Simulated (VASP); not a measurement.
Wanted: the native input for a VASP 6.6.1 run.

| Property | Result |
| --- | --- |
| Task | single point |
| Functional | PBEsol |
| Potentials or basis | VASP PAW PBE potentials, release 64 (Ta_pv, Ru_pv) |
| Cutoff | 520 eV |
| k mesh | 16 × 16 × 14 |
| Occupations | gaussian, width 0.15 eV |
| Spin | no spin polarisation |
| Dipole correction | no |
| Further INCAR settings | ALGO = Fast; EDIFF = 1e-06; NBANDS = 20 |

The structure of TaRu lies in POSCAR:

```
TaRu
1.0
    3.0530000000      0.0000000000      0.0000000000
    0.0000000000      3.0530000000      0.0000000000
    0.0000000000      0.0000000000      3.5245600000
Ta Ru
1 1
Direct
    0.5000000000      0.5000000000      0.5000000000
    0.0000000000      0.0000000000      0.0000000000
```

This cell differs from its parent crystal: strain +0.000 along x and y, +0.040 along z.

These files were run (other wordings do the same):

INCAR

```
SYSTEM = TaRu
PREC = Accurate ; ENCUT = 520
EDIFF = 1E-6 ; ISMEAR = 0
SIGMA = 0.15 ; LREAL = .False.
LASPH = .True. ; NELM = 100
ALGO = Fast ; ISIF = 2
LWAVE = .False. ; LCHARG = .False.
GGA = PS ; NBANDS = 20
```

KPOINTS

```
regular mesh
0
Gamma
  16 16 14
  0 0 0
```

Potentials or basis: VASP PAW PBE potentials, release 64 (Ta_pv, Ru_pv).

Command:

```console
$ cat potpaw_PBE.64/Ta_pv/POTCAR potpaw_PBE.64/Ru_pv/POTCAR > POTCAR
$ mpirun -np 1 vasp_std > vasp.out
```

It gave:

* Pressure: -14.0 GPa

Caveat: the cell differs from its parent crystal (strain +0.000 along x and y, +0.040 along z); the PAW data sets were made with another functional, which shifts forces and pressure a little.

Run time: 110 s on 1 thread of Intel Xeon 6975P-C, on a shared host, peak memory 0.34 GiB.
